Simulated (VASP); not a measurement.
# GeSb3O2 (P-6m2) in VASP: notebook

GeSb3O2 is run at these levels: PBE; tasks: relaxation of cell and atoms.

All numbers are computed with VASP 6.6.1; they aren't measurements. Logs are shortened: lines on timing, memory, paths and dates and some standing lists are left out, and cuts for length are marked.

**1. The cell of the first run**

Symmetry: P-6m2, No. 187, hexagonal system. The conventional cell has a = 4.677 Å, b = 4.677 Å, c = 6.162 Å, α = 90.00°, β = 90.00°, γ = 120.00°. Ge (site symmetry -6m2) has 5 Sb at 2.70 to 3.08 Å and 6 O at 3.14 Å within 3.6 Å. Sb (site symmetry -6m2) has 3 Sb at 2.70 Å and 6 O at 3.08 Å and 2 Ge at 3.08 Å within 3.6 Å. Within 3.6 Å of Sb (site symmetry -6m2) lie 3 Ge at 2.70 Å and 2 Sb at 3.08 Å and 6 O at 3.14 Å. Sb (site symmetry -6m2) has 5 Sb at 2.70 to 3.08 Å and 6 O at 3.08 Å within 3.6 Å. Within 3.9 Å of O (site symmetry 3m) lie 2 O at 2.95 to 3.21 Å and 9 Sb at 3.08 to 3.14 Å and 3 Ge at 3.14 Å.

The cell was generated, and may not be a known phase.

**2. Relaxation of cell and atoms, PBE**

Input file INCAR:

```
ALGO = Normal
EDIFF = 1E-6
EDIFFG = -0.04
ENCUT = 600
GGA = PE
IBRION = 2
ISIF = 3
ISMEAR = 0
LASPH = T
LCHARG = F
LREAL = F
LWAVE = F
NELM = 100
NSW = 90
PREC = Accurate
SIGMA = 0.1
```

Input file KPOINTS:

```
k-points
0
Gamma
  6 6 4
```

Input file POSCAR:

```
GeSb3O2
1.0
    4.6772771465      0.0000000000      0.0000000000
   -2.3386385733      4.0506408294      0.0000000000
    0.0000000000      0.0000000000      6.1623166609
Ge Sb O
1 3 2
Direct
    0.6666666667      0.3333333333      0.0000000000
    0.6666666667      0.3333333333      0.5000000000
    0.0000000000      0.0000000000      0.0000000000
    0.0000000000      0.0000000000      0.5000000000
    0.3333333333      0.6666666667      0.2605000992
    0.3333333333      0.6666666667      0.7394999008
```

Potentials or basis: VASP PAW PBE potentials, release 64 (Ge_d, Sb, O).

On the command line:

```sh
$ cat potpaw_PBE.64/Ge_d/POTCAR potpaw_PBE.64/Sb/POTCAR potpaw_PBE.64/O/POTCAR > POTCAR
$ mpirun -np 1 vasp_std > vasp.out
```

OUTCAR:

```text
EDIFF = 1E-6
   EDIFFG = -0.04
   ENCUT = 600
   GGA = PE
   IBRION = 2
   ISIF = 3
   ISMEAR = 0
   LASPH = T
   LREAL = F
   NELM = 100
   NSW = 90
   PREC = Accurate

 ion  position               nearest neighbor table
   1  0.667  0.333  0.000-   3 2.70   3 2.70   3 2.70   2 3.08   2 3.08
   2  0.667  0.333  0.500-   4 2.70   4 2.70   4 2.70   1 3.08   1 3.08
   3  0.000  0.000  0.000-   1 2.70   1 2.70   1 2.70   4 3.08   4 3.08
   4  0.000  0.000  0.500-   2 2.70   2 2.70   2 2.70   3 3.08   3 3.08
   5  0.333  0.667  0.261-
   6  0.333  0.667  0.739-

  LATTYP: Found a hexagonal cell.
 ALAT       =     4.6772771465
 C/A-ratio  =     1.3175008596

  Lattice vectors:

 A1 = (   4.6772771465,   0.0000000000,   0.0000000000)
 A2 = (  -2.3386385733,   4.0506408294,   0.0000000000)
 A3 = (   0.0000000000,   0.0000000000,   6.1623166609)

Analysis of symmetry for initial positions (statically):
=====================================================================
 Subroutine PRICEL returns:
 Original cell was already a primitive cell.

 Routine SETGRP: Setting up the symmetry group for a
 hexagonal supercell.

 Subroutine GETGRP returns: Found 12 space group operations
 (whereof 12 operations were pure point group operations)
 out of a pool of 24 trial point group operations.

The static configuration has the point symmetry D_3h.

Analysis of symmetry for dynamics (positions and initial velocities):
=====================================================================
 Subroutine PRICEL returns:
 Original cell was already a primitive cell.

 Routine SETGRP: Setting up the symmetry group for a
 hexagonal supercell.

 Subroutine GETGRP returns: Found 12 space group operations
 (whereof 12 operations were pure point group operations)
 out of a pool of 24 trial point group operations.

The dynamic configuration has the point symmetry D_3h.

 Subroutine INISYM returns: Found 12 space group operations
 (whereof 12 operations are pure point group operations),
 and found     1 'primitive' translations

----------------------------------------------------------------------------------------

                                     Primitive cell

  volume of cell :     116.7511

  direct lattice vectors                    reciprocal lattice vectors
     4.677277146  0.000000000  0.000000000     0.213799604  0.123437259  0.000000000
    -2.338638573  4.050640829  0.000000000     0.000000000  0.246874517  0.000000000
     0.000000000  0.000000000  6.162316661     0.000000000  0.000000000  0.162276633

  length of vectors
     4.677277146  4.677277147  6.162316661     0.246874517  0.246874517  0.162276633

  position of ions in fractional coordinates (direct lattice)
     0.666666667  0.333333333  0.000000000
     0.666666667  0.333333333  0.500000000
     0.000000000  0.000000000  0.000000000
     0.000000000  0.000000000  0.500000000
     0.333333333  0.666666667  0.260500099
     0.333333333  0.666666667  0.739499901

  ion indices of the primitive-cell ions
   primitive index   ion index
                 1           1
                 2           2
                 3           3
                 4           4
                 5           5
                 6           6

----------------------------------------------------------------------------------------

 KPOINTS: k-points

Automatic generation of k-mesh.
 Grid dimensions read from file:
 generate k-points for:    6    6    4

 Generating k-lattice:

  Cartesian coordinates                     Fractional coordinates (reciprocal lattice)
     0.035633267  0.020572876  0.000000000     0.166666667  0.000000000  0.000000000
     0.000000000  0.041145753  0.000000000     0.000000000  0.166666667  0.000000000
     0.000000000  0.000000000  0.040569158     0.000000000  0.000000000  0.250000000

  Length of vectors
     0.041145753  0.041145753  0.040569158

  Shift w.r.t. Gamma in fractional coordinates (k-lattice)
     0.000000000  0.000000000  0.000000000

 Subroutine IBZKPT returns following result:
 ===========================================

 Found     21 irreducible k-points:

 Following reciprocal coordinates:
            Coordinates               Weight
  0.000000  0.000000  0.000000      1.000000
  0.166667  0.000000  0.000000      6.000000
  0.333333  0.000000  0.000000      6.000000
  0.500000  0.000000  0.000000      3.000000
  0.166667  0.166667  0.000000      6.000000
  0.333333  0.166667  0.000000     12.000000
[... 13 lines left out ...]
  0.333333  0.166667  0.500000     12.000000
  0.333333  0.333333  0.500000      2.000000
   k-points           NKPTS =     21   k-points in BZ     NKDIM =     21   number of bands    NBANDS=     24
   number of dos      NEDOS =    301   number of ions     NIONS =      6
   total plane-waves  NPLWV =  80000
   dimension x,y,z NGX =    40 NGY =   40 NGZ =   50
   dimension x,y,z NGXF=    80 NGYF=   80 NGZF=  100
   ions per type =               1   3   2
   NGX,Y,Z   is equivalent  to a cutoff of  14.22, 14.22, 13.49 a.u.
   NGXF,Y,Z  is equivalent  to a cutoff of  28.43, 28.43, 26.98 a.u.
 SYSTEM =  unknown system
   PREC   = accura    normal or accurate (medium, high low for compatibility)
   ISTART =      0    job   : 0-new  1-cont  2-samecut
   ICHARG =      2    charge: 1-file 2-atom 10-const
   ISPIN  =      1    spin polarized calculation?
   LNONCOLLINEAR =      F non collinear calculations
   LSORBIT =      F    spin-orbit coupling
   LASPH  =      T    aspherical Exc in radial PAW
   ENCUT  =  600.0 eV  44.10 Ry    6.64 a.u.   9.34  9.34 12.31*2*pi/ulx,y,z
   NELM   =    100;   NELMIN=  2; NELMDL= -5     # of ELM steps
   EDIFF  = 0.1E-05   stopping-criterion for ELM
   LREAL  =      F    real-space projection
   EDIFFG = -.4E-01   stopping-criterion for IOM
   NSW    =     90    number of steps for IOM
   IBRION =      2    ionic relax: 0-MD 1-quasi-New 2-CG
   NFREE  =      1    steps in history (QN), initial steepest desc. (CG)
   ISIF   =      3    stress and relaxation
   ISYM   =      2    0-nonsym 1-usesym 2-fastsym
   POTIM  = 0.5000    time-step for ionic-motion
   TEBEG  =    0.0;   TEEND  =   0.0 temperature during run
   PSTRESS=    0.0 pullay stress
   NELECT =      41.0000    total number of electrons
   NUPDOWN=      -1.0000    fix difference up-down
   EMIN   =  10.00;   EMAX   =-10.00  energy-range for DOS
   EFERMI =   0.00;   METHOD = LEGACY
   ISMEAR =     0;   SIGMA  =   0.10  broadening in eV -4-tet -1-fermi 0-gaus
   EFERMI_NEDOS =   21; number of points for ismear=-14 and -15
   IALGO  =     38    algorithm
   IMIX   =      4    mixing-type and parameters
     AMIX     =   0.40;   BMIX     =  1.00
     AMIX_MAG =   1.60;   BMIX_MAG =  1.00
  volume/ion in A,a.u.               =      19.46       131.31
  Fermi-wavevector in a.u.,A,eV,Ry     =   1.155001  2.182636 18.150555  1.334028
  Thomas-Fermi vector in A             =   2.291633
   LORBIT       =      0    0 simple, 1 ext, 2 COOP (PROOUT), +10 PAW based schemes
   GGA     = PE    functional components
   LHFCALC =     F    Hartree Fock is set to
   AEXX    =    0.0000 exact exchange contribution
   IVDW    =     0    specifies the selected vdW correction
   LEPSILON=     F    determine dielectric tensor
   LRPA    =     F    only Hartree local field effects (RPA)
 conjugate gradient relaxation of ions
 non-spin polarized calculation
 Gauss-broadening in eV      SIGMA  =   0.10
  energy-cutoff  :      600.00
  volume of cell :      116.75
 maximum number of plane-waves:      3961
 NGX is ok and might be reduce to    40
   NGX = 19   NGY = 19   NGZ = 25

--------------------------------------- Ionic step        1  -------------------------------------------

 number of electron      40.9999996 magnetization

 Free energy of the ion-electron system (eV)
  ---------------------------------------------------
  ext. energy  EPLUGINS =         0.00000000
  ---------------------------------------------------
  free energy    TOTEN  =       -24.10521095 eV

  energy without entropy =      -24.08374056  energy(sigma->0) =      -24.09447575

------------------------ aborting loop because EDIFF is reached ----------------------------------------

  FORCE on cell =-STRESS in cart. coord.  units (eV):
  Direction    XX          YY          ZZ          XY          YZ          ZX
  --------------------------------------------------------------------------------------
  -------------------------------------------------------------------------------------
  Total        0.9126283      0.9126283     -2.4706131     -0.0000000      0.0000000      0.0000000
  in kB       12.5240173     12.5240173    -33.9042759     -0.0000000      0.0000000      0.0000000
  external PRESSURE =      -2.9520804 kB  Pullay stress =       0.0000000 kB
[... 145 lines left out ...]
  energy  without entropy=      -24.1282066039  energy(sigma->0) =      -24.14210326

--------------------------------------- Ionic step        5  -------------------------------------------

 number of electron      40.9999997 magnetization

 Free energy of the ion-electron system (eV)
  ---------------------------------------------------
  ext. energy  EPLUGINS =         0.00000000
  ---------------------------------------------------
  free energy    TOTEN  =       -24.15651454 eV

  energy without entropy =      -24.12923793  energy(sigma->0) =      -24.14287623

 E-fermi :   6.5840     XC(G=0): -10.5266

 val. band max:        6.5832933432   @ k =   0.3333   0.1667   0.0000
 cond. band min:       6.5933148951   @ k =   0.5000   0.0000   0.0000
 fundamental gap:      0.0100215519
 Fermi energy:         6.5839865292

 k-point     1 :       0.0000    0.0000    0.0000
  band No.  band energies     occupation
      1     -17.9162      2.00000
      2     -17.8929      2.00000
      3     -17.8929      2.00000
      4     -17.8895      2.00000
      5     -17.8895      2.00000
      6      -9.5803      2.00000
[... 589 lines left out ...]
  FREE ENERGIE OF THE ION-ELECTRON SYSTEM (eV)
  ---------------------------------------------------
  free  energy   TOTEN  =       -24.1565145351 eV

  energy  without entropy=      -24.1292379303  energy(sigma->0) =      -24.14287623

 reached required accuracy - stopping structural energy minimisation
```

Wall time 3.3 min (1 thread of AMD EPYC 7R13 (Zen 3), shared host); peak memory 0.3 GiB.

Results:

| Property | Result |
| --- | --- |
| Free energy | -24.1565 eV |
| Relaxed volume | 19.15 Å³/atom |
| Relaxed cell | a = 4.722 Å, b = 4.722 Å, c = 5.951 Å, α = 90.00°, β = 90.00°, γ = 120.00° |
| Space group after relaxing (to 0.1 Å) | P-6m2 (No. 187) |
| Energy gained by relaxing | 8.6 meV/atom |
| Ionic steps | 5 |
| Pressure after relaxing | 0.1 GPa |
| Largest force after relaxing | 0.011 eV/Å |
| Band gap on the k mesh | zero (an odd number of electrons rules out a gap without spin polarisation) |

Forces on the atoms (eV/Å):
```
Ge   0.000  0.000  0.000
Sb   0.000  0.000  0.000
Sb   0.000  0.000  0.000
Sb   0.000  0.000  0.000
O    0.000  0.000  0.011
O    0.000  0.000 -0.011
```

Step by step:
```csv
step,energy change (eV),largest force (eV/Å),pressure (GPa),volume (Å³)
1,0.0000,0.0186,-0.30,116.75
2,-0.0433,0.0097,-0.41,116.12
3,-0.0508,0.0161,-0.36,115.72
4,-0.0508,0.0166,-0.33,115.70
5,-0.0513,0.0106,0.10,114.93
```

Final structure:
```
CELL_PARAMETERS angstrom
4.72242 0.00000 0.00000
-2.36121 4.08973 0.00000
0.00000 0.00000 5.95064
ATOMIC_POSITIONS crystal
Ge 0.66667 0.33333 0.00000
Sb 0.66667 0.33333 0.50000
Sb 0.00000 0.00000 0.00000
Sb 0.00000 0.00000 0.50000
O 0.33333 0.66667 0.26089
O 0.33333 0.66667 0.73911
```

Caveat: spin-orbit coupling is left out, which moves the levels of the heavy elements; an odd number of electrons without spin polarisation forces a metal; a magnetic or distorted state may lie lower.

**3. Relaxation of cell and atoms, PBE**

This run uses another cell than the first one, of 19.25 Å³/atom.

Input file INCAR:

```
SYSTEM = GeSb3O2
PREC = Accurate
ENCUT = 600
EDIFF = 1E-6
ISMEAR = 0
SIGMA = 0.1
LREAL = .False.
LASPH = .True.
NELM = 100
ALGO = Normal
ISIF = 3
LWAVE = .False.
LCHARG = .False.
GGA = PE
IBRION = 2
NSW = 100
EDIFFG = -0.01
```

Input file KPOINTS:

```
regular mesh
0
Gamma
  12 12 6
  0 0 0
```

Input file POSCAR:

```
GeSb3O2
1.0
    4.7253327701      0.0000000000      0.0000000000
   -2.3626663850      4.0922582202      0.0000000000
    0.0000000000      0.0000000000      5.9717837514
Ge Sb O
1 3 2
Direct
    0.6666666667      0.3333333333      0.0000000000
    0.6666666667      0.3333333333      0.5000000000
    0.0000000000      0.0000000000      0.0000000000
    0.0000000000      0.0000000000      0.5000000000
    0.3333333333      0.6666666667      0.2614624251
    0.3333333333      0.6666666667      0.7385375749
```

Potentials or basis: VASP PAW PBE potentials, release 64 (Ge_d, Sb, O).

On the command line:

```sh
$ cat potpaw_PBE.64/Ge_d/POTCAR potpaw_PBE.64/Sb/POTCAR potpaw_PBE.64/O/POTCAR > POTCAR
$ mpirun -np 1 vasp_std > vasp.out
```

OUTCAR:

```text
SYSTEM = GeSb3O2
   PREC = Accurate
   ENCUT = 600
   EDIFF = 1E-6
   ISMEAR = 0
   LREAL = .False.
   LASPH = .True.
   NELM = 100
   ISIF = 3
   GGA = PE
   IBRION = 2
   NSW = 100
   EDIFFG = -0.01

 ion  position               nearest neighbor table
   1  0.667  0.333  0.000-   3 2.73   3 2.73   3 2.73   2 2.99   2 2.99
   2  0.667  0.333  0.500-   4 2.73   4 2.73   4 2.73   1 2.99   1 2.99
   3  0.000  0.000  0.000-   1 2.73   1 2.73   1 2.73   4 2.99   4 2.99
   4  0.000  0.000  0.500-   2 2.73   2 2.73   2 2.73   3 2.99   3 2.99
   5  0.333  0.667  0.261-
[... 909 lines left out ...]
  Total       -0.0167540     -0.0167540     -0.0482037     -0.0000000     -0.0000000      0.0000000
  in kB       -0.2321972     -0.2321972     -0.6680628     -0.0000000     -0.0000000      0.0000000
  external PRESSURE =      -0.3774857 kB  Pullay stress =       0.0000000 kB

 VOLUME and BASIS-vectors are now :
 -----------------------------------------------------------------------------
  energy-cutoff  :      600.00
  volume of cell :      115.60
      direct lattice vectors                 reciprocal lattice vectors
     4.728367013  0.000000000  0.000000000     0.211489505  0.122103523 -0.000000000
    -2.364183506  4.094885952 -0.000000000    -0.000000000  0.244207046 -0.000000000
     0.000000000  0.000000000  5.970631525    -0.000000000  0.000000000  0.167486470

 POSITION                                       TOTAL-FORCE (eV/Angst)
 -----------------------------------------------------------------------------------
      2.36418      1.36496     -0.00000        -0.000000      0.000000      0.000000
      2.36418      1.36496      2.98532        -0.000000      0.000000      0.000000
     -2.36418      4.09489     -0.00000         0.000000     -0.000000      0.000000
      2.36418      4.09489      2.98532        -0.000000      0.000000      0.000000
     -0.00000      2.72992      1.56097        -0.000000     -0.000000     -0.000469
     -0.00000      2.72992      4.40966         0.000000      0.000000      0.000469
 -----------------------------------------------------------------------------------
    total drift:                                0.000002     -0.000001      0.000000

  FREE ENERGIE OF THE ION-ELECTRON SYSTEM (eV)
  ---------------------------------------------------
  free  energy   TOTEN  =       -24.1274175533 eV

  energy  without entropy=      -24.0931958022  energy(sigma->0) =      -24.11030668

 reached required accuracy - stopping structural energy minimisation
```

OSZICAR:

```text
N       E                     dE             d eps       ncg     rms          rms(c)
DAV:   1     0.408139933515E+03    0.40814E+03   -0.19185E+04  4320   0.271E+03
DAV:   2     0.315218094284E+02   -0.37662E+03   -0.37196E+03  4304   0.712E+02
DAV:   3    -0.271878144038E+02   -0.58710E+02   -0.57711E+02  4680   0.170E+02
DAV:   4    -0.298731454134E+02   -0.26853E+01   -0.26813E+01  3992   0.445E+01
[... 15 lines left out ...]
DAV:   2    -0.241277585667E+02    0.50014E-04   -0.23929E-03  4440   0.351E-01    0.140E-01
DAV:   3    -0.241274985032E+02    0.26006E-03   -0.14861E-03  4792   0.169E-01    0.683E-02
DAV:   4    -0.241274198161E+02    0.78687E-04   -0.23273E-04  4464   0.123E-01    0.106E-02
DAV:   5    -0.241274185520E+02    0.12641E-05   -0.13645E-05  4776   0.325E-02    0.653E-03
DAV:   6    -0.241274175533E+02    0.99867E-06   -0.12388E-06  2216   0.113E-02
   2 F= -.24127418E+02 E0= -.24110307E+02  d E =-.511347E-04
```

Run time: 4.9 min. Hardware: 1 thread of AMD EPYC 7R13 (Zen 3), shared host; peak memory 0.43 GiB.

Results:

```
Free energy                           : -24.1274 eV
Relaxed volume                        : 19.27 Å³/atom
Relaxed cell                          : a = 4.728 Å, b = 4.728 Å, c = 5.971 Å, α = 90.00°, β = 90.00°, γ = 120.00°
Space group after relaxing (to 0.1 Å) : P-6m2 (No. 187)
Energy gained by relaxing             : 0.0 meV/atom
Ionic steps                           : 2
Pressure after relaxing               : 0.0 GPa
Band gap on the k mesh                : zero (an odd number of electrons rules out a gap without spin polarisation)
```

Final structure:
```
CELL_PARAMETERS angstrom
4.72837 0.00000 0.00000
-2.36418 4.09489 0.00000
0.00000 0.00000 5.97063
ATOMIC_POSITIONS crystal
Ge 0.66667 0.33333 0.00000
Sb 0.66667 0.33333 0.50000
Sb 0.00000 0.00000 0.00000
Sb 0.00000 0.00000 0.50000
O 0.33333 0.66667 0.26144
O 0.33333 0.66667 0.73856
```

Levels at points of the mesh, in eV from the Fermi level:
```tsv
k point	band 16	band 17	band 18	band 19	band 20	band 21	band 22	band 23	band 24
(0.00, 0.00, 0.00)	-2.48	-1.40	-1.23	-1.23	-1.04	-1.04	-0.54	-0.12	3.60
(0.50, 0.00, 0.00)	-1.97	-1.39	-0.76	-0.67	0.01	0.02	0.17	2.71	4.31
(0.00, 0.00, 0.50)	-2.04	-2.03	-2.00	-2.00	-1.68	-1.68	0.05	0.13	3.90
(0.50, 0.00, 0.50)	-1.58	-1.31	-0.20	-0.13	0.55	0.68	0.82	1.03	1.67
```

Caveat: spin-orbit coupling is left out, which moves the levels of the heavy elements; an odd number of electrons without spin polarisation forces a metal; a magnetic or distorted state may lie lower.
